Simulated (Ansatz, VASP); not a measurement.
TiC: VASP beside Ansatz

```
Ti C
1.0
     3.10309    0.00000    0.00000
     1.55155    2.68736    0.00000
     1.55155    0.89579    2.53367
Ti C
1 1
Direct
  0.00000 0.00000 0.00000
  0.50000 0.50000 0.50000
```

Alike in both runs: task single point; functional LDA; k mesh 11 × 11 × 11; occupations fermi-dirac, width 0.05 eV; no spin polarisation.

|  | VASP | Ansatz |
| --- | --- | --- |
| version | VASP 6.6.1 | Ansatz 0.2.0 |
| potentials or method | VASP PAW LDA potentials, release 64 (Ti_sv, C) | Ansatz PAW |
| plane-wave cutoff (eV) | 520 | 420 |
| valence electrons in the cell | 16 | 16 |

Ansatz gave:

- gap on the k mesh at the Fermi level (eV): none
- pressure (GPa): -20.9

Q: Estimate VASP's values.

A: gap on the k mesh at the Fermi level (eV): none; pressure (GPa): -20.4.

LDA's correlation is that of Perdew and Zunger in VASP and of Perdew and Wang (1992) in Ansatz. A gap of «none» marks a metal or a gap that the smearing closes.
